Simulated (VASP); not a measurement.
# In (I4/mmm) in VASP: further runs

Runs on In. Level: PBE. Tasks: single point.

All numbers are computed with VASP 6.6.1; they aren't measurements. Logs are shortened: lines on timing, memory, paths and dates and some standing lists are left out, and cuts for length are marked.

## Step 1: The cell of the first run

The structure is tetragonal, space group I4/mmm (No. 139). Conventional cell: a = 3.344 Å, b = 3.344 Å, c = 4.680 Å, α = 90.00°, β = 90.00°, γ = 90.00°. In (site symmetry 4/mmm) has 12 In at 3.33 to 3.34 Å within 4.4 Å.

## Step 2: Single point, PBE

INCAR reads:

```
SYSTEM = In
  PREC = Accurate
  ENCUT = 520
  EDIFF = 1E-6
  ISMEAR = 0
  SIGMA = 0.15
  LREAL = .FALSE.
  LASPH = .TRUE.
  NELM = 100
  ALGO = Fast
  ISIF = 2
  LWAVE = .FALSE.
  LCHARG = .TRUE.
  GGA = PE
  LELF = .TRUE.
  LVHAR = .TRUE.
  NBANDS = 12
```

KPOINTS reads:

```
Automatic mesh
0
G
  22 22 22
  0 0 0
```

POSCAR reads:

```
In
1.0
   -1.6719809607      1.6719809607      2.3401811111
    1.6719809607     -1.6719809607      2.3401811111
    1.6719809607      1.6719809607     -2.3401811111
In
1
Direct
    0.0000000000      0.0000000000      0.0000000000
```

Potentials or basis: VASP PAW PBE potentials, release 64 (In_d).

Launch:

```sh
cat potpaw_PBE.64/In_d/POTCAR > POTCAR
mpirun -np 1 vasp_std > vasp.out
```

OUTCAR:

```text
SYSTEM = In
   PREC = Accurate
   ENCUT = 520
   EDIFF = 1E-6
   ISMEAR = 0
   LREAL = .FALSE.
   LASPH = .TRUE.
   NELM = 100
   ISIF = 2
   GGA = PE

 ion  position               nearest neighbor table
   1  0.000  0.000  0.000-

  LATTYP: Found a body centered tetragonal cell.
 ALAT       =     3.3439619214
 C/A-ratio  =     1.3996457891

  Lattice vectors:

 A1 = (  -1.6719809607,   1.6719809607,   2.3401811111)
 A2 = (   1.6719809607,  -1.6719809607,   2.3401811111)
 A3 = (   1.6719809607,   1.6719809607,  -2.3401811111)

Analysis of symmetry for initial positions (statically):
=====================================================================
 Subroutine PRICEL returns:
 Original cell was already a primitive cell.

 Routine SETGRP: Setting up the symmetry group for a
 body centered tetragonal supercell.

 Subroutine GETGRP returns: Found 16 space group operations
 (whereof 16 operations were pure point group operations)
 out of a pool of 16 trial point group operations.

The static configuration has the point symmetry D_4h.

Analysis of symmetry for dynamics (positions and initial velocities):
=====================================================================
 Subroutine PRICEL returns:
 Original cell was already a primitive cell.

 Routine SETGRP: Setting up the symmetry group for a
 body centered tetragonal supercell.

 Subroutine GETGRP returns: Found 16 space group operations
 (whereof 16 operations were pure point group operations)
 out of a pool of 16 trial point group operations.

The dynamic configuration has the point symmetry D_4h.

 Subroutine INISYM returns: Found 16 space group operations
 (whereof 16 operations are pure point group operations),
 and found     1 'primitive' translations

----------------------------------------------------------------------------------------

                                     Primitive cell

  volume of cell :      26.1681

  direct lattice vectors                    reciprocal lattice vectors
    -1.671980961  1.671980961  2.340181111     0.000000000  0.299046467  0.213658677
     1.671980961 -1.671980961  2.340181111     0.299046467  0.000000000  0.213658677
     1.671980961  1.671980961 -2.340181111     0.299046467  0.299046467  0.000000000

  length of vectors
     3.326783476  3.326783476  3.326783476     0.367530706  0.367530706  0.422915570

  position of ions in fractional coordinates (direct lattice)
     0.000000000  0.000000000  0.000000000

  ion indices of the primitive-cell ions
   primitive index   ion index
                 1           1

----------------------------------------------------------------------------------------

 KPOINTS: Automatic mesh

Automatic generation of k-mesh.
 Grid dimensions read from file:
 generate k-points for:   22   22   22

 Generating k-lattice:

  Cartesian coordinates                     Fractional coordinates (reciprocal lattice)
     0.000000000  0.013593021  0.009711758     0.045454545  0.000000000  0.000000000
     0.013593021  0.000000000  0.009711758     0.000000000  0.045454545  0.000000000
     0.013593021  0.013593021  0.000000000     0.000000000  0.000000000  0.045454545

  Length of vectors
     0.016705941  0.016705941  0.019223435

  Shift w.r.t. Gamma in fractional coordinates (k-lattice)
     0.000000000  0.000000000  0.000000000

 Subroutine IBZKPT returns following result:
 ===========================================

 Found    834 irreducible k-points:

 Following reciprocal coordinates:
            Coordinates               Weight
  0.000000  0.000000  0.000000      1.000000
  0.045455  0.000000  0.000000      8.000000
  0.090909  0.000000  0.000000      8.000000
  0.136364  0.000000 -0.000000      8.000000
  0.181818  0.000000  0.000000      8.000000
  0.227273  0.000000  0.000000      8.000000
[... 16 lines left out ...]
  0.500000  0.045455 -0.000000     16.000000
 -0.454545  0.045455  0.000000     16.000000
 [... further k-points ...]
   k-points           NKPTS =    834   k-points in BZ     NKDIM =    834   number of bands    NBANDS=     12
   number of dos      NEDOS =    301   number of ions     NIONS =      1
   total plane-waves  NPLWV =  21952
   dimension x,y,z NGX =    28 NGY =   28 NGZ =   28
   dimension x,y,z NGXF=    56 NGYF=   56 NGZF=   56
   ions per type =               1
   NGX,Y,Z   is equivalent  to a cutoff of  13.99, 13.99, 13.99 a.u.
   NGXF,Y,Z  is equivalent  to a cutoff of  27.98, 27.98, 27.98 a.u.
 SYSTEM =  In
   PREC   = accura    normal or accurate (medium, high low for compatibility)
   ISTART =      0    job   : 0-new  1-cont  2-samecut
   ICHARG =      2    charge: 1-file 2-atom 10-const
   ISPIN  =      1    spin polarized calculation?
   LNONCOLLINEAR =      F non collinear calculations
   LSORBIT =      F    spin-orbit coupling
   LASPH  =      T    aspherical Exc in radial PAW
   ENCUT  =  520.0 eV  38.22 Ry    6.18 a.u.   6.19  6.19  6.19*2*pi/ulx,y,z
   NELM   =    100;   NELMIN=  2; NELMDL= -5     # of ELM steps
   EDIFF  = 0.1E-05   stopping-criterion for ELM
   LREAL  =      F    real-space projection
   EDIFFG = 0.1E-04   stopping-criterion for IOM
   NSW    =      0    number of steps for IOM
   IBRION =     -1    ionic relax: 0-MD 1-quasi-New 2-CG
   NFREE  =      0    steps in history (QN), initial steepest desc. (CG)
   ISIF   =      2    stress and relaxation
   ISYM   =      2    0-nonsym 1-usesym 2-fastsym
   POTIM  = 0.5000    time-step for ionic-motion
   TEBEG  =    0.0;   TEEND  =   0.0 temperature during run
   PSTRESS=    0.0 pullay stress
   NELECT =      13.0000    total number of electrons
   NUPDOWN=      -1.0000    fix difference up-down
   EMIN   =  10.00;   EMAX   =-10.00  energy-range for DOS
   EFERMI =   0.00;   METHOD = LEGACY
   ISMEAR =     0;   SIGMA  =   0.15  broadening in eV -4-tet -1-fermi 0-gaus
   EFERMI_NEDOS =   21; number of points for ismear=-14 and -15
   IALGO  =     68    algorithm
   IMIX   =      4    mixing-type and parameters
     AMIX     =   0.40;   BMIX     =  1.00
     AMIX_MAG =   1.60;   BMIX_MAG =  1.00
  volume/ion in A,a.u.               =      26.17       176.59
  Fermi-wavevector in a.u.,A,eV,Ry     =   1.296578  2.450177 22.872944  1.681114
  Thomas-Fermi vector in A             =   2.428025
   LORBIT       =      0    0 simple, 1 ext, 2 COOP (PROOUT), +10 PAW based schemes
   GGA     = PE    functional components
   LHFCALC =     F    Hartree Fock is set to
   AEXX    =    0.0000 exact exchange contribution
   IVDW    =     0    specifies the selected vdW correction
   LEPSILON=     F    determine dielectric tensor
   LRPA    =     F    only Hartree local field effects (RPA)
 non-spin polarized calculation
 RMM-DIIS sequential band-by-band and
 Gauss-broadening in eV      SIGMA  =   0.15
  energy-cutoff  :      520.00
  volume of cell :       26.17
 maximum number of plane-waves:       725
 NGX is ok and might be reduce to    28
   NGX = 13   NGY = 13   NGZ = 13

 number of electron      13.0000004 magnetization

 Free energy of the ion-electron system (eV)
  ---------------------------------------------------
  ext. energy  EPLUGINS =         0.00000000
  ---------------------------------------------------
  free energy    TOTEN  =        -2.55361797 eV

  energy without entropy =       -2.54788562  energy(sigma->0) =       -2.55075180

 E-fermi :   7.5394     XC(G=0): -10.2523

 val. band max:        7.5390601004   @ k =   0.3182   0.1364   0.0000
 cond. band min:       7.5399868303   @ k =  -0.2727   0.4545   0.0455
 fundamental gap:      0.0009267299
 Fermi energy:         7.5393848467

 k-point     1 :       0.0000    0.0000    0.0000
  band No.  band energies     occupation
      1      -7.1187      2.00000
      2      -7.1187      2.00000
      3      -7.1049      2.00000
      4      -6.9499      2.00000
      5      -6.9361      2.00000
      6      -2.0218      2.00000
      7      18.0756      0.00000
      8      18.1034      0.00000
      9      18.1034      0.00000
     10      19.0389      0.00000
     11      21.5022      0.00000
     12      21.5145      0.00000

 k-point     2 :       0.0455    0.0000    0.0000
  band No.  band energies     occupation
      1      -7.1180      2.00000
      2      -7.1149      2.00000
      3      -7.1025      2.00000
      4      -6.9503      2.00000
      5      -6.9367      2.00000
      6      -1.9767      2.00000
      7      17.4424      0.00000
      8      18.0018      0.00000
      9      18.0118      0.00000
     10      18.9186      0.00000
     11      21.6525      0.00000
     12      21.6579      0.00000

 k-point     3 :       0.0909    0.0000    0.0000
  band No.  band energies     occupation
      1      -7.1180      2.00000
      2      -7.1048      2.00000
      3      -7.0942      2.00000
      4      -6.9506      2.00000
      5      -6.9379      2.00000
      6      -1.8408      2.00000
      7      16.0451      0.00000
      8      17.7768      0.00000
      9      17.7863      0.00000
     10      18.8448      0.00000
     11      22.0491      0.00000
     12      22.0621      0.00000
[... 286 lines left out ...]
 k-point    23 :       0.5000    0.0455   -0.0000
  band No.  band energies     occupation
      1      -7.1760      2.00000
      2      -7.1110      2.00000
      3      -7.0938      2.00000
      4      -6.7958      2.00000
      5      -6.7878      2.00000
      6       3.1256      2.00000
      7       4.3079      2.00000
      8      15.4613      0.00000
      9      15.7944      0.00000
     10      18.0139      0.00000
     11      20.3306      0.00000
     12      20.6445      0.00000

 k-point    24 :      -0.4545    0.0455    0.0000
  band No.  band energies     occupation
      1      -7.1733      2.00000
      2      -7.1084      2.00000
      3      -7.0903      2.00000
      4      -6.8086      2.00000
      5      -6.7921      2.00000
      6       2.3283      2.00000
      7       5.2550      2.00000
      8      15.6098      0.00000
      9      15.7559      0.00000
     10      18.0058      0.00000
     11      20.5187      0.00000
     12      20.6123      0.00000

 [... further k-points ...]

------------------------ aborting loop because EDIFF is reached ----------------------------------------

  FORCE on cell =-STRESS in cart. coord.  units (eV):
  Direction    XX          YY          ZZ          XY          YZ          ZX
  --------------------------------------------------------------------------------------
  -------------------------------------------------------------------------------------
  Total        0.3255260      0.3255260      0.2875979      0.0000000      0.0000000      0.0000000
  in kB       19.9307761     19.9307761     17.6085758      0.0000000      0.0000000      0.0000000
  external PRESSURE =      19.1567093 kB  Pullay stress =       0.0000000 kB

 VOLUME and BASIS-vectors are now :
 -----------------------------------------------------------------------------
  energy-cutoff  :      520.00
  volume of cell :       26.17
      direct lattice vectors                 reciprocal lattice vectors
    -1.671980961  1.671980961  2.340181111     0.000000000  0.299046467  0.213658677
     1.671980961 -1.671980961  2.340181111     0.299046467  0.000000000  0.213658677
     1.671980961  1.671980961 -2.340181111     0.299046467  0.299046467  0.000000000

 POSITION                                       TOTAL-FORCE (eV/Angst)
 -----------------------------------------------------------------------------------
      0.00000      0.00000      0.00000        -0.000000      0.000000      0.000000
 -----------------------------------------------------------------------------------
    total drift:                               -0.000000     -0.000000      0.000000

  FREE ENERGIE OF THE ION-ELECTRON SYSTEM (eV)
  ---------------------------------------------------
  free  energy   TOTEN  =        -2.5536179693 eV

  energy  without entropy=       -2.5478856240  energy(sigma->0) =       -2.55075180
```

Wall time 2.3 min (1 thread of Intel Xeon 6975P-C (Granite Rapids), shared host); peak memory 0.37 GiB.

What came out:

| Item | Value |
| --- | --- |
| Free energy | -2.5536 eV |
| Pressure | 1.9 GPa |
| Band gap on the k mesh | zero (an odd number of electrons rules out a gap without spin polarisation) |

Stress tensor (GPa, compression positive):
```
1.99 0.00 0.00
0.00 1.99 0.00
0.00 0.00 1.76
```

Levels at points of the mesh, in eV from the Fermi level:
```csv
k point,band 2,band 3,band 4,band 5,band 6,band 7,band 8,band 9,band 10,band 11
"(0.00, 0.00, 0.00)",-14.66,-14.64,-14.49,-14.48,-9.56,10.54,10.56,10.56,11.50,13.96
"(0.50, 0.00, 0.00)",-14.65,-14.64,-14.33,-14.32,-4.34,-3.40,8.30,8.49,10.83,12.47
"(0.50, 0.50, 0.00)",-14.78,-14.34,-14.29,-14.28,-2.27,-2.17,4.04,4.10,7.42,7.60
"(0.50, 0.50, 0.50)",-14.78,-14.34,-14.29,-14.29,-2.16,-1.98,3.92,3.92,7.25,7.48
```

Caveat: spin-orbit coupling is left out, which moves the levels of the heavy elements.

## Step 3: Single point, PBE

INCAR reads:

```
SYSTEM = In
  ALGO = Fast
  EDIFF = 1E-7
  ENCUT = 520
  GGA = PE
  ISIF = 2
  ISMEAR = 0
  LASPH = .TRUE.
  LCHARG = .FALSE.
  LREAL = .FALSE.
  LWAVE = .FALSE.
  NBANDS = 12
  NELM = 100
  PREC = Accurate
  SIGMA = 0.15
```

KPOINTS reads:

```
k-points
0
G
  22 22 22
  0 0 0
```

POSCAR reads:

```
In
1.0
   -1.6484287959      1.6484287959      2.4075301803
    1.6484287959     -1.6484287959      2.4075301803
    1.6484287959      1.6484287959     -2.4075301803
In
1
Direct
    0.0000000000      0.0000000000      0.0000000000
```

Potentials or basis: VASP PAW PBE potentials, release 64 (In_d).

Launch:

```sh
cat potpaw_PBE.64/In_d/POTCAR > POTCAR
mpirun -np 1 vasp_std > vasp.out
```

It took 2.8 min on 1 thread of Intel Xeon 6975P-C (Granite Rapids), shared host; peak memory 0.36 GiB.

Results (log left out):

* Free energy: -2.5544 eV
* Pressure: 1.9 GPa
* Band gap on the k mesh: zero (an odd number of electrons rules out a gap without spin polarisation)

Stress tensor (GPa, compression positive):
```
1.85 0.00 0.00
0.00 1.85 0.00
0.00 0.00 2.15
```

Levels at points of the mesh, in eV from the Fermi level:
```csv
k point,band 2,band 3,band 4,band 5,band 6,band 7,band 8,band 9,band 10,band 11
"(0.00, 0.00, 0.00)",-14.65,-14.65,-14.51,-14.47,-9.57,10.53,10.53,10.61,11.50,13.94
"(0.50, 0.00, 0.00)",-14.67,-14.63,-14.34,-14.33,-4.34,-3.40,8.04,8.71,10.88,12.07
"(0.50, 0.50, 0.00)",-14.79,-14.35,-14.31,-14.27,-2.13,-1.92,3.78,3.96,7.19,7.44
"(0.50, 0.50, 0.50)",-14.78,-14.34,-14.30,-14.30,-2.48,-2.45,4.31,4.31,7.71,7.81
```

Caveat: spin-orbit coupling is left out, which moves the levels of the heavy elements.
